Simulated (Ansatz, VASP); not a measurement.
**Ta2N: VASP beside Ansatz**

```xyz
6
Lattice="5.0421 0.0000 0.0000 0.0000 5.0421 0.0000 0.0000 0.0000 3.2476" Properties=species:S:1:pos:R:3 pbc="T T T"
Ta    1.5429    1.5429    0.0000
Ta    0.9782    4.0640    1.6238
Ta    3.4992    3.4992    0.0000
Ta    4.0640    0.9782    1.6238
N     0.0000    0.0000    0.0000
N     2.5211    2.5211    1.6238
```

Alike in both runs: task relaxation of cell and atoms; functional r2SCAN; k mesh 4 × 4 × 6; occupations gaussian, width 0.1 eV; no spin polarisation.

|  | VASP | Ansatz |
| --- | --- | --- |
| version | VASP 6.6.1 | Ansatz 0.2.0 |
| potentials or method | VASP PAW PBE potentials, release 64 (Ta_pv, N), cutoff 600 eV | scalar-relativistic, plane waves, PAW |
| valence electrons in the cell | 54 | 62 |

Ansatz gave:

| Quantity | Value |
| --- | --- |
| gap on the k mesh at the Fermi level, each at its own relaxed structure (eV) | none |
| relaxed volume (Å³/atom) | 13.50 |
| relaxed length of the cell vector where the two differ most in proportion (Å) | 5.154 |

Problem. Which values does VASP return?

Solution. gap on the k mesh at the Fermi level, each at its own relaxed structure (eV): none; relaxed volume (Å³/atom): 13.58; relaxed length of the cell vector where the two differ most in proportion (Å): 5.168.

VASP's potentials were made for PBE, not for r2SCAN. A gap of «none» marks a metal or a gap that the smearing closes. VASP's potentials hold 54 valence electrons a cell and Ansatz's 62, so a difference there can come from the potentials and not from the codes.

Spin-orbit coupling is off throughout.
